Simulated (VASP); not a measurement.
Write the native input for VASP 6.6.1 that does the following.

```yaml
Task: relaxation of cell and atoms
Functional: PBE
Potentials_or_basis: VASP PAW PBE potentials, release 64 (Na_pv, Al, P, S)
Cutoff: 600 eV
k_mesh: 4 × 4 × 4
Occupations: gaussian, width 0.1 eV
Spin: no spin polarisation
Dipole_correction: no
Further_INCAR_settings: ALGO = Normal; EDIFF = 1e-07; IBRION = 2; EDIFFG = -0.04; NSW = 90; ISIF = 3
```

The structure of Na4AlPS4 lies in POSCAR:

```
Na4AlPS4
1.0
    0.0000000000      4.3886287900      4.3886287900
    4.3886287900      0.0000000000      4.3886287900
    4.3886287900      4.3886287900      0.0000000000
Na Al P S
4 1 1 4
Direct
    0.3750000000      0.3750000000      0.8750000000
    0.8750000000      0.3750000000      0.3750000000
    0.3750000000      0.3750000000      0.3750000000
    0.3750000000      0.8750000000      0.3750000000
    0.0000000000      0.0000000000      0.0000000000
    0.7500000000      0.7500000000      0.7500000000
    0.8721002100      0.8721002100      0.3836993600
    0.3836993600      0.8721002100      0.8721002100
    0.8721002100      0.8721002100      0.8721002100
    0.8721002100      0.3836993600      0.8721002100
```

One way to write it, as run:

INCAR

```
ALGO = Normal
EDIFF = 1E-7
EDIFFG = -0.04
ENCUT = 600
GGA = PE
IBRION = 2
ISIF = 3
ISMEAR = 0
LASPH = True
LCHARG = False
LREAL = False
LWAVE = False
NELM = 80
NSW = 90
PREC = Accurate
SIGMA = 0.1
```

KPOINTS

```
k-points
0
Gamma
  4 4 4
```

Potentials or basis: VASP PAW PBE potentials, release 64 (Na_pv, Al, P, S).

The run is started by

```bash
$ cat potpaw_PBE.64/Na_pv/POTCAR potpaw_PBE.64/Al/POTCAR potpaw_PBE.64/P/POTCAR potpaw_PBE.64/S/POTCAR > POTCAR
$ mpirun -np 1 vasp_std > vasp.out
```

It gave:

```json
{
  "Relaxed volume": "28.19 Å³/atom",
  "Relaxed cell": "a = 7.360 Å, b = 7.360 Å, c = 7.360 Å, α = 60.00°, β = 60.00°, γ = 60.00°",
  "Space group after relaxing (to 0.05 Å)": "F-43m (No. 216)",
  "Energy gained by relaxing": "864.4 meV/atom",
  "Ionic steps": "5",
  "Pressure after relaxing": "0.1 GPa",
  "Largest force after relaxing": "0.024 eV/Å",
  "Band gap on the k mesh": "zero (band 30 reaches 2.54 eV, above the bottom of band 31 at 2.37 eV)"
}
```

Caveat: the volume moved by over 15 % at a fixed basis, so the end points are rough.

It took 5 min on 1 thread of Oxide Virtual Turin-like Processor, on a shared host, peak memory 0.36 GiB.
